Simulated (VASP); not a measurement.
A run of VASP 6.6.1:

File INCAR:

```
SYSTEM = Al4Cu
PREC = Accurate ; ENCUT = 600
EDIFF = 1E-7 ; ISMEAR = 0
SIGMA = 0.1 ; LREAL = .FALSE.
LASPH = .TRUE. ; NELM = 80
ALGO = Fast ; ISIF = 3
LWAVE = .FALSE. ; LCHARG = .FALSE.
GGA = PE ; IBRION = 2
NSW = 100 ; EDIFFG = -0.01
```

Contents of KPOINTS:

```
Automatic mesh
0
G
  12 12 12
  0 0 0
```

POSCAR

```
Al4Cu
1.0
   -3.0985113200      3.0985113200      1.9596706300
    3.0985113200     -3.0985113200      1.9596706300
    3.0985113200      3.0985113200     -1.9596706300
Al Cu
4 1
Direct
    0.6000000000      0.8000000000      0.4000000000
    0.2000000000      0.6000000000      0.8000000000
    0.8000000000      0.4000000000      0.2000000000
    0.4000000000      0.2000000000      0.6000000000
    0.0000000000      0.0000000000      0.0000000000
```

Potentials or basis: VASP PAW PBE potentials, release 64 (Al, Cu).

Launch:

```bash
$ cat potpaw_PBE.64/Al/POTCAR potpaw_PBE.64/Cu/POTCAR > POTCAR
$ mpirun -np 1 vasp_std > vasp.out
```

Hardware: 1 thread of Intel(R) Xeon(R) Platinum 8488C (Sapphire Rapids) (shared host).

Q: How long does it take, and how much memory?

A: Run time: 49 min on 1 thread of Intel(R) Xeon(R) Platinum 8488C (Sapphire Rapids), on a shared host, peak memory 0.53 GiB. Counts: scf iterations 136, k points 242, ion steps 14.
